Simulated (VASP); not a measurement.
Runs of VASP 6.6.1 on FeS2. The structure is orthorhombic, space group Pnnm (No. 58). Conventional cell: a = 4.431 Å, b = 5.401 Å, c = 3.379 Å, α = 90.00°, β = 90.00°, γ = 90.00°. Within 2.9 Å of Fe (site symmetry 2/m) lie 6 S at 2.23 to 2.25 Å. S (site symmetry m) has 12 S at 2.22 to 3.38 Å and 6 Fe at 2.23 to 3.60 Å within 3.6 Å. 

```tsv
level	k mesh	smearing	gap on the mesh (eV)	pressure (GPa)	largest force (eV/Å)
PBE	4 × 4 × 6	methfessel-paxton 0.2 eV	0.92	0.9	0.25
PBE	4 × 4 × 6	methfessel-paxton 0.001 eV	0.92	0.9	0.25
PBE	2 × 2 × 2	gaussian 0.01 eV	(a)	1.2	0.34
PBE	4 × 4 × 6	gaussian 0.01 eV	0.92	0.9	0.25
PBE+D3(BJ)	4 × 4 × 6	gaussian 0.01 eV	0.92	-3.9	0.25
```

Alike in all rows: task single point; potentials or basis VASP PAW PBE potentials, release 64 (Fe, S); no spin polarisation; cell as given; cutoff (eV) 600.

Task: Estimate the missing entries.

Result: (a) 0.93.

Caveats: some runs use coarse meshes; the cell stands under tension (at least some runs).

A k mesh can miss the band edges.
